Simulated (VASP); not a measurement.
A run of VASP 6.6.1 is set up as follows.

Contents of INCAR:

```
PREC = Accurate ; ENCUT = 600
EDIFF = 1E-6 ; ISMEAR = 0
SIGMA = 0.1 ; LREAL = False
LASPH = True ; NELM = 80
ALGO = Fast ; ISIF = 3
LWAVE = False ; LCHARG = False
GGA = PS ; IBRION = 2
NSW = 100 ; EDIFFG = -0.002
```

KPOINTS

```
Automatic mesh
0
Gamma
  18 18 18
```

The input POSCAR:

```
In
1.0
   -1.6947072700      1.6947072700      2.2973723900
    1.6947072700     -1.6947072700      2.2973723900
    1.6947072700      1.6947072700     -2.2973723900
In
1
Direct
    0.0000000000      0.0000000000      0.0000000000
```

Potentials or basis: VASP PAW PBE potentials, release 64 (In_d).

Command:

```bash
$ cat potpaw_PBE.64/In_d/POTCAR > POTCAR
$ mpirun -np 1 vasp_std > vasp.out
```

(1) Estimate the band gap on the k mesh.

(2) Estimate the relaxed cell.

(3) What does it give for the space group after relaxing (to 0.1 Å)?

(4) Estimate the relaxed volume.

Results:

(1) zero (an odd number of electrons rules out a gap without spin polarisation).

(2) a = 3.308 Å, b = 3.308 Å, c = 3.308 Å, α = 119.99°, β = 119.99°, γ = 90.01°.

(3) Fm-3m (No. 225).

(4) 25.59 Å³/atom.

Caveat: the PAW data sets were made with another functional, which shifts forces and pressure a little; spin-orbit coupling is left out, which moves the levels of the heavy elements.
